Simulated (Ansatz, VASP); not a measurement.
**One calculation of KI, two programs**

```
K I
1.0
     4.92746    0.29507    0.00000
    -0.33126    4.92516    0.00000
     0.00000    0.00000   23.80000
K I
1 1
Direct
  0.00000 0.00000 0.29412
  0.50000 0.50000 0.29412
```

Alike in both runs: functional PBE; k mesh 4 × 4 × 1; occupations gaussian, width 0.1 eV; no spin polarisation.

Ansatz relaxed the structure, and its values are those at the end. VASP's run is a single point on that final structure, the one shown.

|  | VASP | Ansatz |
| --- | --- | --- |
| version | VASP 6.6.1 | Ansatz 0.2.0 |
| potentials or method | VASP PAW PBE potentials, release 64 (K_sv, I), cutoff 520 eV | scalar-relativistic, plane waves, PAW |
| valence electrons in the cell | 16 | 26 |

|  | VASP | Ansatz | Ansatz less VASP |
| --- | --- | --- | --- |
| gap on the k mesh at the Fermi level (eV) | 3.98 | 3.98 | 0.000 |
| least direct gap on the mesh (eV) | 4.00 | 4.00 | +0.003 |

VASP's potentials hold 16 valence electrons a cell and Ansatz's 26, so a difference there can come from the potentials and not from the codes. Ansatz's warnings: slab cell height set.

Spin-orbit coupling is off throughout.
